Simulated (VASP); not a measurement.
# NaHF2 (R-3m) in VASP: notebook

Runs on NaHF2. Level: LDA. Tasks: single point.

Everything below comes from runs of VASP 6.6.1. Logs are shortened: lines on timing, memory, paths and dates and some standing lists are left out, and cuts for length are marked.

### Step 1. The cell of the first run

It takes space group R-3m (No. 166, trigonal). The conventional cell has a = 3.468 Å, b = 3.468 Å, c = 13.963 Å, α = 90.00°, β = 90.00°, γ = 120.00°. Na (site symmetry -3m) has 6 F at 2.27 Å and 6 H at 3.07 Å within 3.1 Å. H (site symmetry -3m) has 2 F at 1.26 Å within 1.7 Å. F (site symmetry 3m) has 1 H at 1.26 Å within 1.7 Å.

### Step 2. Single point, LDA (12.12 Å³/atom)

Input file INCAR:

```
PREC     = Accurate       # precision mode
ENCUT    = 520            # plane-wave cutoff, eV
EDIFF    = 1E-6           # SCF threshold, eV
ISMEAR   = -1             # smearing method
SIGMA    = 0.02           # smearing width, eV
LREAL    = False          # projectors in reciprocal space
LASPH    = True           # aspherical terms in the spheres
NELM     = 60             # most SCF steps
ALGO     = Normal         # electronic algorithm
ISIF     = 2              # what is computed and relaxed
LWAVE    = False          # write WAVECAR
LCHARG   = True           # write CHGCAR
GGA      = CA             # functional
LELF     = True           # ELF
LVHAR    = True         
NBANDS   = 19             # bands
```

Input file KPOINTS:

```
Automatic mesh
0
Gamma
  10 10 10
```

Input file POSCAR:

```
NaHF2
1.0
    1.7341876022      1.0012336790      4.6542823426
   -1.7341876022      1.0012336790      4.6542823426
    0.0000000000     -2.0024673580      4.6542823426
Na H F
1 1 2
Direct
    0.0000000000      0.0000000000      0.0000000000
    0.5000000000      0.5000000000      0.5000000000
    0.4100000000      0.4100000000      0.4100000000
    0.5900000000      0.5900000000      0.5900000000
```

Potentials or basis: VASP PAW LDA potentials, release 64 (Na_pv, H, F).

The run is started by

```console
$ cat potpaw_LDA.64/Na_pv/POTCAR potpaw_LDA.64/H/POTCAR potpaw_LDA.64/F/POTCAR > POTCAR
$ mpirun -np 1 vasp_std > vasp.out
```

OUTCAR:

```text
PREC = Accurate
   ENCUT = 520
   EDIFF = 1E-6
   ISMEAR = -1
   LREAL = False
   LASPH = True
   NELM = 60
   ISIF = 2
   GGA = CA

 ion  position               nearest neighbor table
   1  0.000  0.000  0.000-   4 2.27   4 2.27   3 2.27   3 2.27   4 2.27   3 2.27
   2  0.500  0.500  0.500-   3 1.26   4 1.26
   3  0.410  0.410  0.410-   2 1.26   1 2.27   1 2.27   1 2.27
   4  0.590  0.590  0.590-   2 1.26   1 2.27   1 2.27   1 2.27

  LATTYP: Found a trigonal (rhomboedric) cell.
 ALAT       =     5.0667760602
 COS(alpha) =     0.7657073146

  Lattice vectors:

 A1 = (   1.7341876022,   1.0012336790,   4.6542823426)
 A2 = (  -1.7341876022,   1.0012336790,   4.6542823426)
 A3 = (   0.0000000000,  -2.0024673580,   4.6542823426)

Analysis of symmetry for initial positions (statically):
=====================================================================
 Subroutine PRICEL returns:
 Original cell was already a primitive cell.

 Routine SETGRP: Setting up the symmetry group for a
 trigonal (rhombohedral) supercell.

 Subroutine GETGRP returns: Found 12 space group operations
 (whereof 12 operations were pure point group operations)
 out of a pool of 12 trial point group operations.

The static configuration has the point symmetry D_3d.

Analysis of symmetry for dynamics (positions and initial velocities):
=====================================================================
 Subroutine PRICEL returns:
 Original cell was already a primitive cell.

 Routine SETGRP: Setting up the symmetry group for a
 trigonal (rhombohedral) supercell.

 Subroutine GETGRP returns: Found 12 space group operations
 (whereof 12 operations were pure point group operations)
 out of a pool of 12 trial point group operations.

The dynamic configuration has the point symmetry D_3d.

 Subroutine INISYM returns: Found 12 space group operations
 (whereof 12 operations are pure point group operations),
 and found     1 'primitive' translations

----------------------------------------------------------------------------------------

                                     Primitive cell

  volume of cell :      48.4881

  direct lattice vectors                    reciprocal lattice vectors
     1.734187602  1.001233679  4.654282343     0.288319441  0.166461307  0.071618632
    -1.734187602  1.001233679  4.654282343    -0.288319441  0.166461307  0.071618632
     0.000000000 -2.002467358  4.654282343     0.000000000 -0.332922614  0.071618632

  length of vectors
     5.066776060  5.066776060  5.066776060     0.340538831  0.340538831  0.340538831

  position of ions in fractional coordinates (direct lattice)
     0.000000000  0.000000000  0.000000000
     0.500000000  0.500000000  0.500000000
     0.410000000  0.410000000  0.410000000
     0.590000000  0.590000000  0.590000000

  ion indices of the primitive-cell ions
   primitive index   ion index
                 1           1
                 2           2
                 3           3
                 4           4

----------------------------------------------------------------------------------------

 KPOINTS: Automatic mesh

Automatic generation of k-mesh.
 Grid dimensions read from file:
 generate k-points for:   10   10   10

 Generating k-lattice:

  Cartesian coordinates                     Fractional coordinates (reciprocal lattice)
     0.028831944  0.016646131  0.007161863     0.100000000  0.000000000  0.000000000
    -0.028831944  0.016646131  0.007161863     0.000000000  0.100000000  0.000000000
     0.000000000 -0.033292261  0.007161863     0.000000000  0.000000000  0.100000000

  Length of vectors
     0.034053883  0.034053883  0.034053883

  Shift w.r.t. Gamma in fractional coordinates (k-lattice)
     0.000000000  0.000000000  0.000000000

 Subroutine IBZKPT returns following result:
 ===========================================

 Found    116 irreducible k-points:

 Following reciprocal coordinates:
            Coordinates               Weight
  0.000000  0.000000  0.000000      1.000000
  0.100000  0.000000  0.000000      6.000000
  0.200000  0.000000  0.000000      6.000000
  0.300000  0.000000  0.000000      6.000000
  0.400000  0.000000 -0.000000      6.000000
  0.500000  0.000000  0.000000      3.000000
[... 16 lines left out ...]
  0.300000  0.300000  0.000000      6.000000
  0.400000  0.300000  0.000000     12.000000
 [... further k-points ...]
   k-points           NKPTS =    116   k-points in BZ     NKDIM =    116   number of bands    NBANDS=     19
   number of dos      NEDOS =    301   number of ions     NIONS =      4
   total plane-waves  NPLWV =  64000
   dimension x,y,z NGX =    40 NGY =   40 NGZ =   40
   dimension x,y,z NGXF=    80 NGYF=   80 NGZF=   80
   ions per type =               1   1   2
   NGX,Y,Z   is equivalent  to a cutoff of  13.12, 13.12, 13.12 a.u.
   NGXF,Y,Z  is equivalent  to a cutoff of  26.25, 26.25, 26.25 a.u.
 SYSTEM =  unknown system
   PREC   = accura    normal or accurate (medium, high low for compatibility)
   ISTART =      0    job   : 0-new  1-cont  2-samecut
   ICHARG =      2    charge: 1-file 2-atom 10-const
   ISPIN  =      1    spin polarized calculation?
   LNONCOLLINEAR =      F non collinear calculations
   LSORBIT =      F    spin-orbit coupling
   LASPH  =      T    aspherical Exc in radial PAW
   ENCUT  =  520.0 eV  38.22 Ry    6.18 a.u.   9.42  9.42  9.42*2*pi/ulx,y,z
   NELM   =     60;   NELMIN=  2; NELMDL= -5     # of ELM steps
   EDIFF  = 0.1E-05   stopping-criterion for ELM
   LREAL  =      F    real-space projection
   EDIFFG = 0.1E-04   stopping-criterion for IOM
   NSW    =      0    number of steps for IOM
   IBRION =     -1    ionic relax: 0-MD 1-quasi-New 2-CG
   NFREE  =      0    steps in history (QN), initial steepest desc. (CG)
   ISIF   =      2    stress and relaxation
   ISYM   =      2    0-nonsym 1-usesym 2-fastsym
   POTIM  = 0.5000    time-step for ionic-motion
   TEBEG  =    0.0;   TEEND  =   0.0 temperature during run
   PSTRESS=    0.0 pullay stress
   NELECT =      22.0000    total number of electrons
   NUPDOWN=      -1.0000    fix difference up-down
   EMIN   =  10.00;   EMAX   =-10.00  energy-range for DOS
   EFERMI =   0.00;   METHOD = LEGACY
   ISMEAR =    -1;   SIGMA  =   0.02  broadening in eV -4-tet -1-fermi 0-gaus
   EFERMI_NEDOS =   21; number of points for ismear=-14 and -15
   IALGO  =     38    algorithm
   IMIX   =      4    mixing-type and parameters
     AMIX     =   0.40;   BMIX     =  1.00
     AMIX_MAG =   1.60;   BMIX_MAG =  1.00
  volume/ion in A,a.u.               =      12.12        81.80
  Fermi-wavevector in a.u.,A,eV,Ry     =   1.257971  2.377220 21.531091  1.582491
  Thomas-Fermi vector in A             =   2.391603
   LORBIT       =      0    0 simple, 1 ext, 2 COOP (PROOUT), +10 PAW based schemes
   GGA     = CA    functional components
   LHFCALC =     F    Hartree Fock is set to
   AEXX    =    0.0000 exact exchange contribution
   IVDW    =     0    specifies the selected vdW correction
   LEPSILON=     F    determine dielectric tensor
   LRPA    =     F    only Hartree local field effects (RPA)
 non-spin polarized calculation
  energy-cutoff  :      520.00
  volume of cell :       48.49
 maximum number of plane-waves:      1331
 NGX is ok and might be reduce to    40
   NGX = 19   NGY = 19   NGZ = 19

 number of electron      21.9999995 magnetization

 Free energy of the ion-electron system (eV)
  ---------------------------------------------------
  ext. energy  EPLUGINS =         0.00000000
  ---------------------------------------------------
  free energy    TOTEN  =       -18.47700800 eV

  energy without entropy =      -18.47700800  energy(sigma->0) =      -18.47700800

 E-fermi :  -3.9194     XC(G=0):  -8.7906

 val. band max:       -4.3345062205   @ k =   0.5000   0.5000   0.5000
 cond. band min:       1.9514330124   @ k =   0.0000   0.0000   0.0000
 fundamental gap:      6.2859392328
 Fermi energy:        -3.9194367593

 k-point     1 :       0.0000    0.0000    0.0000
  band No.  band energies     occupation
      1     -23.9407      2.00000
      2     -23.3601      2.00000
      3     -22.3852      2.00000
      4     -22.3852      2.00000
      5     -22.1184      2.00000
      6      -8.6849      2.00000
[... 11 lines left out ...]
     18      16.3660      0.00000
     19      16.3660      0.00000

 k-point     2 :       0.1000    0.0000    0.0000
  band No.  band energies     occupation
      1     -23.9513      2.00000
      2     -23.3403      2.00000
      3     -22.3872      2.00000
      4     -22.3662      2.00000
      5     -22.1408      2.00000
      6      -8.6471      2.00000
[... 11 lines left out ...]
     18      15.5666      0.00000
     19      16.2074      0.00000

 k-point     3 :       0.2000    0.0000    0.0000
  band No.  band energies     occupation
      1     -23.9782      2.00000
      2     -23.2845      2.00000
      3     -22.3925      2.00000
      4     -22.3220      2.00000
      5     -22.1986      2.00000
      6      -8.5461      2.00000
[... 11 lines left out ...]
     18      14.3675      0.00000
     19      15.9196      0.00000

 k-point     4 :       0.3000    0.0000    0.0000
  band No.  band energies     occupation
      1     -24.0088      2.00000
      2     -23.2043      2.00000
      3     -22.3990      2.00000
      4     -22.3276      2.00000
      5     -22.2227      2.00000
      6      -8.4167      2.00000
[... 11 lines left out ...]
     18      14.2232      0.00000
     19      15.7403      0.00000

 k-point     5 :       0.4000    0.0000   -0.0000
  band No.  band energies     occupation
      1     -24.0318      2.00000
      2     -23.1250      2.00000
      3     -22.4047      2.00000
      4     -22.4042      2.00000
      5     -22.1856      2.00000
      6      -8.3076      2.00000
[... 11 lines left out ...]
     18      14.0923      0.00000
     19      15.6733      0.00000

 k-point     6 :       0.5000    0.0000    0.0000
  band No.  band energies     occupation
      1     -24.0402      2.00000
      2     -23.0891      2.00000
      3     -22.4428      2.00000
      4     -22.4062      2.00000
      5     -22.1686      2.00000
      6      -8.2648      2.00000
[... 11 lines left out ...]
     18      14.0411      0.00000
     19      15.6585      0.00000

 k-point     7 :       0.1000    0.1000    0.0000
  band No.  band energies     occupation
      1     -23.9480      2.00000
      2     -23.3426      2.00000
      3     -22.3873      2.00000
      4     -22.3662      2.00000
      5     -22.1427      2.00000
      6      -8.6306      2.00000
[... 11 lines left out ...]
     18      15.3774      0.00000
     19      16.4498      0.00000

 k-point     8 :       0.2000    0.1000    0.0000
  band No.  band energies     occupation
      1     -23.9603      2.00000
      2     -23.3138      2.00000
      3     -22.3927      2.00000
      4     -22.3315      2.00000
      5     -22.1822      2.00000
      6      -8.5479      2.00000
[... 256 lines left out ...]
 k-point    20 :      -0.4000    0.2000    0.0000
  band No.  band energies     occupation
      1     -23.9680      2.00000
      2     -23.2505      2.00000
      3     -22.4405      2.00000
      4     -22.2931      2.00000
      5     -22.1909      2.00000
      6      -8.2176      2.00000
[... 11 lines left out ...]
     18      14.2106      0.00000
     19      15.2047      0.00000

 k-point    21 :      -0.3000    0.2000    0.0000
  band No.  band energies     occupation
      1     -23.9829      2.00000
      2     -23.2338      2.00000
      3     -22.4368      2.00000
      4     -22.2784      2.00000
      5     -22.2131      2.00000
      6      -8.2832      2.00000
[... 11 lines left out ...]
     18      13.8647      0.00000
     19      15.3035      0.00000

 k-point    22 :      -0.2000    0.2000    0.0000
  band No.  band energies     occupation
      1     -23.9926      2.00000
      2     -23.2337      2.00000
      3     -22.4236      2.00000
      4     -22.2521      2.00000
      5     -22.2518      2.00000
      6      -8.3856      2.00000
[... 11 lines left out ...]
     18      14.1654      0.00000
     19      15.1682      0.00000

 k-point    23 :       0.3000    0.3000    0.0000
  band No.  band energies     occupation
      1     -23.9033      2.00000
      2     -23.3697      2.00000
      3     -22.3991      2.00000
      4     -22.3711      2.00000
      5     -22.1232      2.00000
      6      -8.3170      2.00000
[... 11 lines left out ...]
     18      14.3875      0.00000
     19      16.0103      0.00000

 k-point    24 :       0.4000    0.3000    0.0000
  band No.  band energies     occupation
      1     -23.8753      2.00000
      2     -23.3990      2.00000
      3     -22.4222      2.00000
      4     -22.3648      2.00000
      5     -22.0970      2.00000
      6      -8.2348      2.00000
[... 11 lines left out ...]
     18      14.8900      0.00000
     19      15.2841      0.00000

 [... further k-points ...]
[... 5 lines left out ...]
  --------------------------------------------------------------------------------------
  -------------------------------------------------------------------------------------
  Total       -0.5686613     -0.5686613     -5.5618965      0.0000000      0.0000000      0.0000000
  in kB      -18.7900851    -18.7900851   -183.7798874      0.0000000      0.0000000      0.0000000
  external PRESSURE =     -73.7866859 kB  Pullay stress =       0.0000000 kB

 VOLUME and BASIS-vectors are now :
 -----------------------------------------------------------------------------
  energy-cutoff  :      520.00
  volume of cell :       48.49
      direct lattice vectors                 reciprocal lattice vectors
     1.734187602  1.001233679  4.654282343     0.288319441  0.166461307  0.071618632
    -1.734187602  1.001233679  4.654282343    -0.288319441  0.166461307  0.071618632
     0.000000000 -2.002467358  4.654282343     0.000000000 -0.332922614  0.071618632

 POSITION                                       TOTAL-FORCE (eV/Angst)
 -----------------------------------------------------------------------------------
      0.00000      0.00000      0.00000         0.000000     -0.000000      0.000000
      0.00000      0.00000      6.98142        -0.000000      0.000000      0.000000
      0.00000      0.00000      5.72477         0.000000      0.000000      2.147961
      0.00000      0.00000      8.23808         0.000000     -0.000000     -2.147961
 -----------------------------------------------------------------------------------
    total drift:                                0.000000      0.000000     -0.000000

  FREE ENERGIE OF THE ION-ELECTRON SYSTEM (eV)
  ---------------------------------------------------
  free  energy   TOTEN  =       -18.4770080042 eV

  energy  without entropy=      -18.4770080041  energy(sigma->0) =      -18.47700800
```

It took 4.2 min on 1 thread of Intel Xeon 8259CL, shared host; peak memory 0.25 GiB.

Results:

```
Free energy            : -18.4770 eV
Pressure               : -7.4 GPa
Largest force          : 2.148 eV/Å
Band gap on the k mesh : 6.29 eV (least direct gap 6.59 eV)
```

Forces in eV/Å, atoms in the order of the input:
```
Na   0.000  0.000  0.000
H    0.000  0.000  0.000
F    0.000  0.000  2.148
F    0.000  0.000 -2.148
```

Levels at points of the mesh, in eV from the valence-band top:
| k point | band 7 | band 8 | band 9 | band 10 | band 11 | band 12 | band 13 | band 14 | band 15 | band 16 |
| --- | --- | --- | --- | --- | --- | --- | --- | --- | --- | --- |
| (0.00, 0.00, 0.00) | -0.32 | -0.32 | -0.31 | -0.30 | -0.30 | 6.29 | 12.74 | 13.94 | 15.25 | 18.81 |
| (0.50, 0.00, 0.00) | -1.59 | -0.54 | -0.46 | -0.45 | -0.41 | 10.00 | 11.11 | 14.80 | 15.13 | 15.39 |
| (0.50, 0.50, 0.00) | -1.34 | -0.92 | -0.73 | -0.58 | -0.12 | 10.90 | 11.23 | 13.35 | 13.73 | 14.44 |
| (0.50, 0.50, 0.50) | -1.33 | -0.61 | -0.61 | 0.00 | 0.00 | 8.02 | 9.73 | 13.54 | 18.96 | 18.96 |

Caveat: the stress differs along the axes, from -18 to -2 GPa; forces of over 1 eV/Å act on the atoms, so gaps and moduli don't describe the material at rest.

(Part 1 of 2 ends here.)
